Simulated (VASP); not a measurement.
GaN, 2 atoms in the cell. Symmetry: F-43m, No. 216, cubic system. The conventional cell has a = 4.507 Å, b = 4.507 Å, c = 4.507 Å, α = 90.00°, β = 90.00°, γ = 90.00°. Within 2.6 Å of Ga (site symmetry -43m) lie 4 N at 1.95 Å. N (site symmetry -43m) has 4 Ga at 1.95 Å within 2.6 Å. 

```yaml
Program: VASP 6.6.1
Task: single point
Functional: PBEsol
Potentials_or_basis: VASP PAW PBE potentials, release 64 (Ga_d, N)
Cutoff: 600 eV
k_mesh: 6 × 6 × 6
Occupations: gaussian, width 0.1 eV
Spin: no spin polarisation
Dipole_correction: no
Further_INCAR_settings: ALGO = Normal; EDIFF = 1e-06; NBANDS = 16
```

Potentials or basis: VASP PAW PBE potentials, release 64 (Ga_d, N).

Launch:

```sh
$ cat potpaw_PBE.64/Ga_d/POTCAR potpaw_PBE.64/N/POTCAR > POTCAR
$ mpirun -np 1 vasp_std > vasp.out
```

Hardware: 1 thread of AMD EPYC 9R45 96-Core Processor (Zen 5), with other jobs on the host.

Problem. How long does it take, and how much memory?

Solution. It took 6.6 s on 1 thread of AMD EPYC 9R45 96-Core Processor (Zen 5), with other jobs on the host, peak memory 0.13 GiB. Counts: scf iterations 13, k points 16.
